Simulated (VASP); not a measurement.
# C (P-1) in VASP: relaxation of the atoms with LDA

Aim: the relaxation of the atoms of C with LDA.

Everything below comes from runs of VASP 6.6.1. Logs are shortened: lines on timing, memory, paths and dates and some standing lists are left out, and cuts for length are marked.

## Step 1: The cell of the first run

The typed cell holds 2 atoms: a = 3.585 Å, b = 3.580 Å, c = 3.585 Å, α = 39.71°, β = 40.14°, γ = 40.20°.

## Step 2: Relaxation of the atoms, LDA

Contents of INCAR:

```
SYSTEM = C
PREC     = Accurate       ! precision mode
ENCUT    = 520            ! plane-wave cutoff, eV
EDIFF    = 1E-6           ! SCF threshold, eV
ISMEAR   = 0              ! smearing method
SIGMA    = 0.05           ! smearing width, eV
LREAL    = .FALSE.        ! projectors in reciprocal space
LASPH    = .TRUE.         ! aspherical terms in the spheres
NELM     = 80             ! most SCF steps
ALGO     = Normal         ! electronic algorithm
ISIF     = 2              ! what is computed and relaxed
LWAVE    = .FALSE.        ! write WAVECAR
LCHARG   = .FALSE.        ! write CHGCAR
IBRION   = 2              ! ionic algorithm
NSW      = 100            ! ionic steps
EDIFFG   = -0.01          ! ionic threshold
```

Contents of KPOINTS:

```
regular mesh
0
G
  12 12 12
  0 0 0
```

Contents of POSCAR:

```
C
1.0
    1.2340257742      0.7073000252      3.2902288568
   -1.2280929087      0.6919798210      3.2913057702
   -0.0103012533     -1.4155018856      3.2942306576
C
2
Direct
    0.1969607982      0.0366801627      0.2321789326
    0.8030392018      0.9633198373      0.7678210674
```

Potentials or basis: VASP PAW LDA potentials, release 64 (C).

Run with:

```sh
$ cat potpaw_LDA.64/C/POTCAR > POTCAR
$ mpirun -np 1 vasp_std > vasp.out
```

OUTCAR:

```text
SYSTEM = C
   PREC = Accurate
   ENCUT = 520
   EDIFF = 1E-6
   ISMEAR = 0
   LREAL = .FALSE.
   LASPH = .TRUE.
   NELM = 80
   ISIF = 2
   IBRION = 2
   NSW = 100
   EDIFFG = -0.01

 ion  position               nearest neighbor table
   1  0.197  0.037  0.232-   2 1.18   2 1.35   2 1.93
   2  0.803  0.963  0.768-   1 1.18   1 1.35   1 1.93

  LATTYP: Found a triclinic cell.
 ALAT       =     2.4621665819
 B/A-ratio  =     0.9885726110
 C/A-ratio  =     1.4558349556
 COS(alpha) =     0.0024972458
 COS(beta)  =     0.3450860218
 COS(gamma) =     0.4949212607

  Lattice vectors:

 A1 = (  -2.4621186829,  -0.0153202042,   0.0010769134)
 A2 = (  -1.2177916554,   2.1074817066,  -0.0029248874)
 A3 = (  -1.2340257742,  -0.7073000252,  -3.2902288568)

Analysis of symmetry for initial positions (statically):
=====================================================================
 Subroutine PRICEL returns:
 Original cell was already a primitive cell.

 Routine SETGRP: Setting up the symmetry group for a
 triclinic supercell.

 Subroutine GETGRP returns: Found  2 space group operations
 (whereof  2 operations were pure point group operations)
 out of a pool of  2 trial point group operations.

The static configuration has the point symmetry S_2 .

Analysis of symmetry for dynamics (positions and initial velocities):
=====================================================================
 Subroutine PRICEL returns:
 Original cell was already a primitive cell.

 Routine SETGRP: Setting up the symmetry group for a
 triclinic supercell.

 Subroutine GETGRP returns: Found  2 space group operations
 (whereof  2 operations were pure point group operations)
 out of a pool of  2 trial point group operations.

The dynamic configuration has the point symmetry S_2 .

 Subroutine INISYM returns: Found  2 space group operations
 (whereof  2 operations are pure point group operations),
 and found     1 'primitive' translations

----------------------------------------------------------------------------------------

                                     Primitive cell

  volume of cell :      17.1427

  direct lattice vectors                    reciprocal lattice vectors
     1.234025774  0.707300025  3.290228857     0.404742650  0.234018656  0.101821409
    -1.228092909  0.691979821  3.291305770    -0.407597734  0.239113663  0.101470452
    -0.010301253 -1.415501886  3.294230658     0.002984863 -0.472635731  0.100482939

  length of vectors
     3.584508176  3.580466721  3.585485648     0.478486095  0.483329607  0.483208304

  position of ions in fractional coordinates (direct lattice)
     0.196960798  0.036680163  0.232178933
     0.803039202  0.963319837  0.767821067

  ion indices of the primitive-cell ions
   primitive index   ion index
                 1           1
                 2           2

----------------------------------------------------------------------------------------

 KPOINTS: regular mesh

Automatic generation of k-mesh.
 Grid dimensions read from file:
 generate k-points for:   12   12   12

 Generating k-lattice:

  Cartesian coordinates                     Fractional coordinates (reciprocal lattice)
     0.033728554  0.019501555  0.008485117     0.083333333 -0.000000000 -0.000000000
    -0.033966478  0.019926139  0.008455871     0.000000000  0.083333333  0.000000000
     0.000248739 -0.039386311  0.008373578    -0.000000000 -0.000000000  0.083333333

  Length of vectors
     0.039873841  0.040277467  0.040267359

  Shift w.r.t. Gamma in fractional coordinates (k-lattice)
     0.000000000  0.000000000  0.000000000

 Subroutine IBZKPT returns following result:
 ===========================================

 Found    868 irreducible k-points:

 Following reciprocal coordinates:
            Coordinates               Weight
  0.000000  0.000000  0.000000      1.000000
  0.083333  0.000000 -0.000000      2.000000
  0.166667 -0.000000  0.000000      2.000000
  0.250000  0.000000 -0.000000      2.000000
  0.333333  0.000000 -0.000000      2.000000
  0.416667  0.000000 -0.000000      2.000000
[... 16 lines left out ...]
  0.250000  0.166667 -0.000000      2.000000
  0.333333  0.166667 -0.000000      2.000000
 [... further k-points ...]
   k-points           NKPTS =    868   k-points in BZ     NKDIM =    868   number of bands    NBANDS=      8
   number of dos      NEDOS =    301   number of ions     NIONS =      2
   total plane-waves  NPLWV =  21952
   dimension x,y,z NGX =    28 NGY =   28 NGZ =   28
   dimension x,y,z NGXF=    56 NGYF=   56 NGZF=   56
   ions per type =               2
   NGX,Y,Z   is equivalent  to a cutoff of  12.99, 13.00, 12.98 a.u.
   NGXF,Y,Z  is equivalent  to a cutoff of  25.97, 26.00, 25.97 a.u.
 SYSTEM =  C
   PREC   = accura    normal or accurate (medium, high low for compatibility)
   ISTART =      0    job   : 0-new  1-cont  2-samecut
   ICHARG =      2    charge: 1-file 2-atom 10-const
   ISPIN  =      1    spin polarized calculation?
   LNONCOLLINEAR =      F non collinear calculations
   LSORBIT =      F    spin-orbit coupling
   LASPH  =      T    aspherical Exc in radial PAW
   ENCUT  =  520.0 eV  38.22 Ry    6.18 a.u.   6.66  6.66  6.67*2*pi/ulx,y,z
   NELM   =     80;   NELMIN=  2; NELMDL= -5     # of ELM steps
   EDIFF  = 0.1E-05   stopping-criterion for ELM
   LREAL  =      F    real-space projection
   EDIFFG = -.1E-01   stopping-criterion for IOM
   NSW    =    100    number of steps for IOM
   IBRION =      2    ionic relax: 0-MD 1-quasi-New 2-CG
   NFREE  =      1    steps in history (QN), initial steepest desc. (CG)
   ISIF   =      2    stress and relaxation
   ISYM   =      2    0-nonsym 1-usesym 2-fastsym
   POTIM  = 0.5000    time-step for ionic-motion
   TEBEG  =    0.0;   TEEND  =   0.0 temperature during run
   PSTRESS=    0.0 pullay stress
   NELECT =       8.0000    total number of electrons
   NUPDOWN=      -1.0000    fix difference up-down
   EMIN   =  10.00;   EMAX   =-10.00  energy-range for DOS
   EFERMI =   0.00;   METHOD = LEGACY
   ISMEAR =     0;   SIGMA  =   0.05  broadening in eV -4-tet -1-fermi 0-gaus
   EFERMI_NEDOS =   21; number of points for ismear=-14 and -15
   IALGO  =     38    algorithm
   IMIX   =      4    mixing-type and parameters
     AMIX     =   0.40;   BMIX     =  1.00
     AMIX_MAG =   1.60;   BMIX_MAG =  1.00
  volume/ion in A,a.u.               =       8.57        57.84
  Fermi-wavevector in a.u.,A,eV,Ry     =   1.269828  2.399627 21.938893  1.612463
  Thomas-Fermi vector in A             =   2.402848
   LORBIT       =      0    0 simple, 1 ext, 2 COOP (PROOUT), +10 PAW based schemes
   GGA     = CA    functional components
   LHFCALC =     F    Hartree Fock is set to
   AEXX    =    0.0000 exact exchange contribution
   IVDW    =     0    specifies the selected vdW correction
   LEPSILON=     F    determine dielectric tensor
   LRPA    =     F    only Hartree local field effects (RPA)
 conjugate gradient relaxation of ions
 non-spin polarized calculation
 Gauss-broadening in eV      SIGMA  =   0.05
  energy-cutoff  :      520.00
  volume of cell :       17.14
 maximum number of plane-waves:       474
   NGX = 13   NGY = 13   NGZ = 13

--------------------------------------- Ionic step        1  -------------------------------------------

 number of electron       8.0000000 magnetization

 Free energy of the ion-electron system (eV)
  ---------------------------------------------------
  ext. energy  EPLUGINS =         0.00000000
  ---------------------------------------------------
  free energy    TOTEN  =       -16.56452740 eV

  energy without entropy =      -16.56406756  energy(sigma->0) =      -16.56429748

------------------------ aborting loop because EDIFF is reached ----------------------------------------

  FORCE on cell =-STRESS in cart. coord.  units (eV):
  Direction    XX          YY          ZZ          XY          YZ          ZX
  --------------------------------------------------------------------------------------
  -------------------------------------------------------------------------------------
  Total        5.3048157     11.2092673     -0.2597140      1.5447481     -2.7034869     -0.1172424
  in kB      495.7938140   1047.6302524    -24.2731467    144.3738288   -252.6708119    -10.9576035
  external PRESSURE =     506.3836399 kB  Pullay stress =       0.0000000 kB
[... 89 lines left out ...]
  FREE ENERGIE OF THE ION-ELECTRON SYSTEM (eV)
  ---------------------------------------------------
  free  energy   TOTEN  =       -13.3955628659 eV

  energy  without entropy=      -13.3953666162  energy(sigma->0) =      -13.39546474

[... ionic steps 4 to 22 ...]

--------------------------------------- Ionic step       23  -------------------------------------------

 number of electron       8.0000000 magnetization

------------------------ aborting loop because EDIFF is reached ----------------------------------------

  FORCE on cell =-STRESS in cart. coord.  units (eV):
  Direction    XX          YY          ZZ          XY          YZ          ZX
  --------------------------------------------------------------------------------------
  -------------------------------------------------------------------------------------
  Total       -0.6491269      0.1147224      0.0046248     -0.5962426      0.0002535     -0.0011746
  in kB      -60.6681036     10.7220760      0.4322398    -55.7254824      0.0236899     -0.1097768
  external PRESSURE =     -16.5045959 kB  Pullay stress =       0.0000000 kB
[... 57 lines left out ...]
  energy  without entropy=      -20.2177084051  energy(sigma->0) =      -20.21770841

--------------------------------------- Ionic step       25  -------------------------------------------

 number of electron       8.0000000 magnetization

 Free energy of the ion-electron system (eV)
  ---------------------------------------------------
  ext. energy  EPLUGINS =         0.00000000
  ---------------------------------------------------
  free energy    TOTEN  =       -20.21771036 eV

  energy without entropy =      -20.21771036  energy(sigma->0) =      -20.21771036

 E-fermi :   4.8044     XC(G=0): -10.9088

 val. band max:        4.5098974958   @ k =   0.5000  -0.1667   0.1667
 cond. band min:       5.1334245612   @ k =   0.5000  -0.1667   0.1667
 fundamental gap:      0.6235270654
 Fermi energy:         4.8043951129

 k-point     1 :       0.0000    0.0000    0.0000
  band No.  band energies     occupation
      1     -14.7595      2.00000
      2      -1.7057      2.00000
      3       1.7558      2.00000
      4       1.9325      2.00000
      5       8.8217      0.00000
      6      13.1428      0.00000
      7      13.3650      0.00000
      8      16.2528      0.00000
[... 243 lines left out ...]
 k-point    24 :       0.3333    0.1667   -0.0000
  band No.  band energies     occupation
      1     -12.7186      2.00000
      2      -2.8090      2.00000
      3      -1.5609      2.00000
      4      -0.1214      2.00000
      5      11.1314      0.00000
      6      12.4394      0.00000
      7      15.0322      0.00000
      8      16.9644      0.00000

 [... further k-points ...]

------------------------ aborting loop because EDIFF is reached ----------------------------------------

  FORCE on cell =-STRESS in cart. coord.  units (eV):
  Direction    XX          YY          ZZ          XY          YZ          ZX
  --------------------------------------------------------------------------------------
  -------------------------------------------------------------------------------------
  Total       -0.6513612      0.1159690      0.0042670     -0.5948364      0.0002361     -0.0011669
  in kB      -60.8769217     10.8385861      0.3987995    -55.5940546      0.0220689     -0.1090626
  external PRESSURE =     -16.5465121 kB  Pullay stress =       0.0000000 kB
[... 17 lines left out ...]
  FREE ENERGIE OF THE ION-ELECTRON SYSTEM (eV)
  ---------------------------------------------------
  free  energy   TOTEN  =       -20.2177103623 eV

  energy  without entropy=      -20.2177103623  energy(sigma->0) =      -20.21771036

 reached required accuracy - stopping structural energy minimisation
```

It took 28 min on 1 thread of Oxide Virtual Turin-like, shared host; peak memory 0.18 GiB.

Results:

| Property | Result |
| --- | --- |
| Free energy | -20.2177 eV |
| Pressure after relaxing | -1.7 GPa |
| Largest force after relaxing | 0.007 eV/Å |
| Band gap on the k mesh | 0.62 eV |

Forces on the atoms (eV/Å):
```
C    0.006  0.002 -0.003
C   -0.006 -0.002  0.003
```

Final structure:
```
CELL_PARAMETERS angstrom
1.23403 0.70730 3.29023
-1.22809 0.69198 3.29131
-0.01030 -1.41550 3.29423
ATOMIC_POSITIONS crystal
C 0.33263 0.33381 0.83387
C 0.66737 0.66619 0.16612
```

A k mesh can miss the band edges.
